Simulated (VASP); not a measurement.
Here is a VASP 6.6.1 calculation.

Contents of INCAR:

```
SYSTEM = Te6Mo3H
PREC     = Accurate       ! precision mode
ENCUT    = 400            ! plane-wave cutoff, eV
EDIFF    = 1E-6           ! SCF threshold, eV
ISMEAR   = 0              ! smearing method
SIGMA    = 0.05           ! smearing width, eV
LREAL    = .False.        ! projectors in reciprocal space
LASPH    = .True.         ! aspherical terms in the spheres
NELM     = 120            ! most SCF steps
ALGO     = Normal         ! electronic algorithm
ISIF     = 2              ! what is computed and relaxed
LWAVE    = .False.        ! write WAVECAR
LCHARG   = .False.        ! write CHGCAR
GGA      = PS             ! functional
IVDW     = 12             ! dispersion correction
NBANDS   = 50             ! bands
GGA_COMPAT= .False.
```

File KPOINTS:

```
regular mesh
0
Gamma
  9 9 2
  0 0 0
```

Contents of POSCAR:

```
Te6Mo3H
1.0
    3.4334342720      0.0000000000      0.0000000000
   -1.7167171360      2.9734413017      0.0000000000
    0.0000000000      0.0000000000     20.7704294686
Te Mo H
6 3 1
Direct
    0.0000000000      0.0000000000      0.9125759363
    0.3333333333      0.6666666667      0.5917818730
    0.3333333333      0.6666666667      0.2333053354
    0.3333333333      0.6666666667      0.7666946646
    0.3333333333      0.6666666667      0.4082181270
    0.0000000000      0.0000000000      0.0874240637
    0.0000000000      0.0000000000      0.6791511892
    0.0000000000      0.0000000000      0.3208488108
    0.3333333333      0.6666666667      0.0000000000
   -0.0523098300      0.1405117517      0.5023436347
```

Potentials or basis: VASP PAW PBE potentials, release 64 (Te, Mo_sv, H).

Launch:

```console
$ cat potpaw_PBE.64/Te/POTCAR potpaw_PBE.64/Mo_sv/POTCAR potpaw_PBE.64/H/POTCAR > POTCAR
$ mpirun -np 1 vasp_std > vasp.out
```

(1) Estimate the pressure.

(2) Predict the band gap on the k mesh.

(3) What does it give for the dispersion energy per atom?

(4) Estimate the largest force.

Answers

(1) -1.0 GPa.

(2) zero (an odd number of electrons rules out a gap without spin polarisation).

(3) -0.509 eV.

(4) 0.597 eV/Å.

Caveat: the PAW data sets were made with another functional, which shifts forces and pressure a little; spin-orbit coupling is left out, which moves the levels of the heavy elements; an odd number of electrons without spin polarisation forces a metal; a magnetic or distorted state may lie lower.
